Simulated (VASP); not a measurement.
# P (Pa-3) in VASP: further runs, part 2 of 2

VASP 6.6.1. Earlier steps stand in the parts before.

**4. Relaxation of cell and atoms, PBE**

Input file INCAR:

```
SYSTEM = P
  PREC = Accurate
  ENCUT = 600
  EDIFF = 1E-7
  ISMEAR = 0
  SIGMA = 0.1
  LREAL = .False.
  LASPH = .True.
  NELM = 100
  ALGO = Normal
  ISIF = 3
  LWAVE = .False.
  LCHARG = .False.
  GGA = PE
  IBRION = 2
  NSW = 90
  EDIFFG = -0.04
```

Input file KPOINTS:

```
Automatic mesh
0
Gamma
  4 4 4
  0 0 0
```

Input file POSCAR:

```
P
1.0
    5.3394575200      0.0000000000      0.0000000000
    0.0000000000      5.3394575200      0.0000000000
    0.0000000000      0.0000000000      5.3394575200
P
8
Direct
    0.0573973200      0.0573973200      0.0573973200
    0.4426026800      0.9426026800      0.5573973200
    0.5573973200      0.4426026800      0.9426026800
    0.9426026800      0.5573973200      0.4426026800
    0.9426026800      0.9426026800      0.9426026800
    0.5573973200      0.0573973200      0.4426026800
    0.4426026800      0.5573973200      0.0573973200
    0.0573973200      0.4426026800      0.5573973200
```

Potentials or basis: VASP PAW PBE potentials, release 64 (P).

Launch:

```
$ cat potpaw_PBE.64/P/POTCAR > POTCAR
$ mpirun -np 1 vasp_std > vasp.out
```

OUTCAR:

```text
SYSTEM = P
   PREC = Accurate
   ENCUT = 600
   EDIFF = 1E-7
   ISMEAR = 0
   LREAL = .False.
   LASPH = .True.
   NELM = 100
   ISIF = 3
   GGA = PE
   IBRION = 2
   NSW = 90
   EDIFFG = -0.04

 ion  position               nearest neighbor table
   1  0.057  0.057  0.057-   5 1.06
   2  0.443  0.943  0.557-   6 1.06
   3  0.557  0.443  0.943-   7 1.06
   4  0.943  0.557  0.443-   8 1.06
   5  0.943  0.943  0.943-   1 1.06
   6  0.557  0.057  0.443-   2 1.06
   7  0.443  0.557  0.057-   3 1.06
   8  0.057  0.443  0.557-   4 1.06

 -----------------------------------------------------------------------------
[... 290 lines left out ...]
  -------------------------------------------------------------------------------------
  Total      -38.6034196    -38.6034196    -38.6034196      0.0000000      0.0000000      0.0000000
  in kB      -14.5285043    -14.5285043    -14.5285043      0.0000000      0.0000000      0.0000000
  external PRESSURE =     -14.5285043 kB  Pullay stress =       0.0000000 kB
[... 971 lines left out ...]
     24       5.3110      1.18061
     25       5.8716      0.00000

[... ionic steps 4 to 25 ...]

--------------------------------------- Ionic step       26  -------------------------------------------

 number of electron      40.0000001 magnetization

 E-fermi :  10.1895     XC(G=0): -11.4793
[... 394 lines left out ...]
--------------------------------------- Ionic step       28  -------------------------------------------

 number of electron      40.0000003 magnetization

 Free energy of the ion-electron system (eV)
  ---------------------------------------------------
  ext. energy  EPLUGINS =         0.00000000
  ---------------------------------------------------
  free energy    TOTEN  =       -41.95101994 eV

  energy without entropy =      -41.89895898  energy(sigma->0) =      -41.92498946

 E-fermi :   9.4865     XC(G=0): -11.2668

 val. band max:        9.4552864524   @ k =   0.5000   0.2500   0.2500
 cond. band min:      10.0378267049   @ k =   0.5000   0.0000   0.0000
 fundamental gap:      0.5825402526
 Fermi energy:         9.4865035584
[... 341 lines left out ...]
  FREE ENERGIE OF THE ION-ELECTRON SYSTEM (eV)
  ---------------------------------------------------
  free  energy   TOTEN  =       -41.9510199440 eV

  energy  without entropy=      -41.8989589820  energy(sigma->0) =      -41.92498946

 reached required accuracy - stopping structural energy minimisation
```

Run time: 30 min. Hardware: 1 thread of Intel Xeon Platinum 8375C at 2.90GHz (Ice Lake), shared host; peak memory 0.34 GiB.

What came out:

* Free energy: -41.9510 eV
* Relaxed volume: 14.61 Å³/atom
* Relaxed cell: a = 4.890 Å, b = 4.890 Å, c = 4.890 Å, α = 90.00°, β = 90.00°, γ = 90.00°
* Space group after relaxing (to 0.1 Å): Pm-3m (No. 221)
* Pressure after relaxing: -0.3 GPa
* Largest force after relaxing: 0.038 eV/Å
* Band gap on the k mesh: zero (bands 20 and 21 overlap by 2.34 eV)

Forces in eV/Å, atoms in the order of the input:
```
P    0.022  0.022  0.022
P   -0.022 -0.022  0.022
P    0.022 -0.022 -0.022
P   -0.022  0.022 -0.022
P   -0.022 -0.022 -0.022
P    0.022  0.022 -0.022
P   -0.022  0.022  0.022
P    0.022 -0.022  0.022
```

Final structure:
```yaml
crystal:
  lattice:
    - [4.88963, 0.00000, 0.00000]
    - [0.00000, 4.88963, 0.00000]
    - [0.00000, 0.00000, 4.88963]
  atoms:
    - { symbol: P, position: [0.74877, 0.74877, 0.74877] }
    - { symbol: P, position: [0.75123, 0.25123, 0.24877] }
    - { symbol: P, position: [0.24877, 0.75123, 0.25123] }
    - { symbol: P, position: [0.25123, 0.24877, 0.75123] }
    - { symbol: P, position: [0.25123, 0.25123, 0.25123] }
    - { symbol: P, position: [0.24877, 0.74877, 0.75123] }
    - { symbol: P, position: [0.75123, 0.24877, 0.74877] }
    - { symbol: P, position: [0.74877, 0.75123, 0.24877] }
```

Levels at points of the mesh, in eV from the Fermi level:
```tsv
k point	band 16	band 17	band 18	band 19	band 20	band 21	band 22	band 23	band 24	band 25
(0.00, 0.00, 0.00)	-5.15	-2.08	-2.08	-2.08	-1.60	1.12	1.12	1.12	4.80	4.80
(0.50, 0.00, 0.00)	-3.99	-2.97	-2.97	0.55	0.55	0.55	0.55	2.45	2.45	4.56
(0.50, 0.50, 0.00)	-2.36	-0.98	-0.98	-0.98	-0.98	0.61	0.61	0.61	0.61	3.51
(0.50, 0.50, 0.50)	-1.25	-1.21	-1.21	-1.21	-1.21	-1.21	-1.21	-1.21	-1.21	1.54
```

Caveat: the volume moved by over 15 % at a fixed basis, so the end points are rough; this functional lacks dispersion, which holds the molecules together, so the pressure and a relaxed volume are unreliable.

**5. The runs side by side**

| task | cell | cutoff (eV) | gap on the mesh (eV) | pressure (GPa) | largest force (eV/Å) |
| --- | --- | --- | --- | --- | --- |
| single point | a = 5.339 Å, 8 atoms, atomic positions A | 520 | none | 358.9 | 235.97 |
| single point | a = 6.938 Å, 8 atoms, atomic positions B | 520 | 2.18 | 0.1 | 0.12 |
| relaxation of cell and atoms | relaxed from a = 5.339 Å, 8 atoms, atomic positions A | 600 | none | -0.3 | 0.04 |

Alike in all rows: level PBE; potentials or basis VASP PAW PBE potentials, release 64 (P); no spin polarisation; k mesh 4 × 4 × 4; smearing gaussian 0.1 eV.

Caveats: this functional lacks dispersion, which holds the molecules together, so the pressure and a relaxed volume are unreliable; atoms lie so close that the PAW spheres overlap strongly, which falsifies energies and pressures (at least some runs); the cell stands under pressure (at least some runs); forces of over 1 eV/Å act on the atoms, so gaps and moduli don't describe the material at rest (at least some runs); the volume moved by over 15 % at a fixed basis, so the end points are rough (at least some runs).

Absolute energies hang on the potentials; compare differences alone.
